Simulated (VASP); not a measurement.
Input of a VASP 6.6.1 run:

Contents of POSCAR:

```
Yb
1.0
    0.0000000000      2.6096620394      2.6096620394
    2.6096620394      0.0000000000      2.6096620394
    2.6096620394      2.6096620394      0.0000000000
Yb
1
Direct
    0.0000000000      0.0000000000      0.0000000000
```

INCAR.step1

```
PREC = Accurate
ENCUT = 520
ISMEAR = -1
SIGMA = 0.1
LREAL = False
LASPH = True
NELM = 100
NBANDS = 18
GGA = PE
ALGO = Normal
EDIFF = 1E-4
LWAVE = True
LCHARG = False
```

The input INCAR.step2:

```
PREC = Accurate
ENCUT = 520
EDIFF = 1E-6
ISMEAR = -1
SIGMA = 0.1
LREAL = False
LASPH = True
NELM = 100
ALGO = Normal
ISIF = 2
LWAVE = False
LCHARG = False
METAGGA = R2SCAN
LMIXTAU = True
NBANDS = 18
ISTART = 1
```

KPOINTS

```
Automatic mesh
0
Gamma
  6 6 6
```

Potentials or basis: VASP PAW PBE potentials, release 64 (Yb).

Command:

```bash
$ cat potpaw_PBE.64/Yb/POTCAR > POTCAR
$ cp INCAR.step1 INCAR
$ mpirun -np 1 vasp_std > vasp.out
$ cp INCAR.step2 INCAR
$ mpirun -np 1 vasp_std > vasp.out
```

Predict the pressure.

-0.2 GPa.

Caveat: the PAW data sets were made with another functional, which shifts forces and pressure a little; spin-orbit coupling is left out, which moves the levels of the heavy elements. Spin polarisation is off, so any magnetic state and its effect on volume and gap are missing.
